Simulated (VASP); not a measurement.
Write the native input for VASP 6.6.1 that does the following.

| Item | Value |
| --- | --- |
| Task | relaxation of cell and atoms |
| Functional | PBE |
| Potentials or basis | VASP PAW PBE potentials, release 64 (Ta_pv, As) |
| Cutoff | 600 eV |
| k mesh | 3 × 3 × 4 |
| Occupations | gaussian, width 0.1 eV |
| Spin | no spin polarisation |
| Dipole correction | no |
| Further INCAR settings | ALGO = Normal; EDIFF = 1e-06; IBRION = 2; EDIFFG = -0.04; NSW = 90; ISIF = 3 |

The structure of TaAs3 lies in POSCAR:

```
TaAs3
1.0
    6.1338980269      0.0000000000      0.0000000000
   -3.0669490134      5.3121115155      0.0000000000
    0.0000000000      0.0000000000      4.9233995799
Ta As
2 6
Direct
    0.3333333333      0.6666666667      0.2500000000
    0.6666666667      0.3333333333      0.7500000000
    0.8330000000      0.6660000000      0.2500000000
    0.1670000000      0.8330000000      0.7500000000
    0.3340000000      0.1670000000      0.2500000000
    0.1670000000      0.3340000000      0.7500000000
    0.8330000000      0.1670000000      0.2500000000
    0.6660000000      0.8330000000      0.7500000000
```

The input as run:

INCAR

```
SYSTEM = TaAs3
PREC = Accurate
ENCUT = 600
EDIFF = 1E-6
ISMEAR = 0
SIGMA = 0.1
LREAL = .False.
LASPH = .True.
NELM = 60
ALGO = Normal
ISIF = 3
LWAVE = .False.
LCHARG = .False.
GGA = PE
IBRION = 2
NSW = 90
EDIFFG = -0.04
```

KPOINTS

```
regular mesh
0
Gamma
  3 3 4
  0 0 0
```

Potentials or basis: VASP PAW PBE potentials, release 64 (Ta_pv, As).

Command:

```console
$ cat potpaw_PBE.64/Ta_pv/POTCAR potpaw_PBE.64/As/POTCAR > POTCAR
$ mpirun -np 1 vasp_std > vasp.out
```

It gave:

The relaxed volume is 18.95 Å³/atom and the relaxed cell is a = 6.073 Å, b = 6.073 Å, c = 4.745 Å, α = 90.00°, β = 90.00°, γ = 120.00°. The space group after relaxing (to 0.1 Å) is P6_3/mmc (No. 194), the energy gained by relaxing is 186.2 meV/atom and the ionic steps are 12. The pressure after relaxing is 0.1 GPa. The largest force after relaxing is 0.013 eV/Å. The band gap on the k mesh is zero (bands 26 and 27 overlap by 1.10 eV).

Caveat: the k points lie up to 0.40 Å⁻¹ apart in the final cell, too coarse for converged energies and pressures of a metal; spin-orbit coupling is left out, which moves the levels of the heavy elements.

Run time: 4.3 min on 1 thread of Intel(R) Xeon(R) 6975P-C (Granite Rapids) (shared host), peak memory 0.34 GiB.
